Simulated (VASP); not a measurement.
A run of VASP 6.6.1:

Contents of INCAR:

```
SYSTEM = Ta2NbO2
PREC = Accurate
ENCUT = 520
EDIFF = 1E-6
ISMEAR = 0
SIGMA = 0.1
LREAL = .False.
LASPH = .True.
NELM = 100
ALGO = Normal
ISIF = 2
LWAVE = .False.
LCHARG = .False.
GGA = PE
NBANDS = 58
```

Contents of KPOINTS:

```
regular mesh
0
Gamma
  4 4 2
  0 0 0
```

Contents of POSCAR:

```
Ta2NbO2
1.0
    4.4368546882      0.0000000000      0.0000000000
   -1.0119554894      4.9033524189      0.0000000000
   -0.3362390627     -0.3911678604      7.7006550777
Ta Nb O
4 2 4
Direct
    0.4514873639      0.0529964977      0.0390276402
    0.5821202293      0.9594670543      0.5515690714
    0.0190217991      0.4213433843      0.0422291517
    0.9855905681      0.6240748479      0.5484317883
    0.4830559945      0.4985469332      0.7780096454
    0.4062191255      0.3957934219      0.3758689566
    0.5493654839      0.0241345901      0.2902793688
    0.5262155910      0.9324444248      0.8004724145
    0.0008952742      0.5380708976      0.2820223116
    0.9960285704      0.5531279484      0.7920896514
```

Potentials or basis: VASP PAW PBE potentials, release 64 (Ta_pv, Nb_sv, O).

The run is started by

```bash
$ cat potpaw_PBE.64/Ta_pv/POTCAR potpaw_PBE.64/Nb_sv/POTCAR potpaw_PBE.64/O/POTCAR > POTCAR
$ mpirun -np 1 vasp_std > vasp.out
```

Hardware: 1 thread of Intel(R) Xeon(R) 6975P-C (Granite Rapids) (shared host).

Task: Estimate the wall time of this run.

Result: Wall time 2.2 min on 1 thread of Intel(R) Xeon(R) 6975P-C (Granite Rapids) (shared host), peak memory 0.37 GiB. Counts: scf iterations 18, k points 20.
